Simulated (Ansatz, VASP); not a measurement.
## Ti3Al in VASP and in Ansatz

```xyz
4
Lattice="2.8867 0.0000 0.0000 -1.4434 2.5000 0.0000 0.0000 0.0000 10.2693" Properties=species:S:1:pos:R:3 pbc="T T T"
Ti    1.4434    0.8333    0.0000
Ti    0.0000    1.6667    7.7067
Ti    0.0000    1.6667    2.5626
Al    1.4434    0.8333    5.1347
```

Alike in both runs: task single point; functional PBE; k mesh 18 × 18 × 6; occupations gaussian, width 0.15 eV; no spin polarisation.

|  | VASP | Ansatz |
| --- | --- | --- |
| version | VASP 6.6.1 | Ansatz 0.2.0 |
| potentials or method | VASP PAW PBE potentials, release 64 (Ti_sv, Al), cutoff 520 eV | scalar-relativistic, plane waves, PAW |
| valence electrons in the cell | 39 | 39 |

VASP gave:

```
gap on the k mesh at the Fermi level (eV)                     : none
pressure (GPa)                                                : -7.2
traceless stress, the component that is largest in VASP (GPa) : -8.97
rms of the force components (eV/Å)                            : 0.078
```

Question: Estimate Ansatz's values.

Answer: gap on the k mesh at the Fermi level (eV): none; pressure (GPa): -7.1; traceless stress, the component that is largest in VASP (GPa): -9.03; rms of the force components (eV/Å): 0.079.

Atom by atom the forces differ by 0.001 eV/Å (rms over components). A gap of «none» marks a metal or a gap that the smearing closes.
